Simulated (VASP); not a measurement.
A run of VASP 6.6.1:

File INCAR:

```
SYSTEM = C
  PREC = Accurate
  ENCUT = 520
  EDIFF = 1E-7
  ISMEAR = 0
  SIGMA = 0.05
  LREAL = .False.
  LASPH = .True.
  NELM = 60
  ALGO = Normal
  ISIF = 2
  LWAVE = .False.
  LCHARG = .False.
  GGA = CA
  NBANDS = 11
```

KPOINTS

```
Automatic mesh
0
Gamma
  12 12 12
  0 0 0
```

Contents of POSCAR:

```
C
1.0
    1.2894276638      0.7444514088      3.3470108394
   -1.2894276638      0.7444514088      3.3470108394
    0.0000000000     -1.4889028176      3.3470108394
C
2
Direct
    0.1640000000      0.1640000000      0.1640000000
    0.8360000000      0.8360000000      0.8360000000
```

Potentials or basis: VASP PAW LDA potentials, release 64 (C).

Launch:

```console
$ cat potpaw_LDA.64/C/POTCAR > POTCAR
$ mpirun -np 1 vasp_std > vasp.out
```

Hardware: 1 thread of AMD EPYC 9R45 96-Core Processor (Zen 5) (shared host).

Question: How long does it take, and how much memory?

Answer: It took 29 s on 1 thread of AMD EPYC 9R45 96-Core Processor (Zen 5) (shared host), peak memory 0.12 GiB. Counts: scf iterations 12, k points 189.
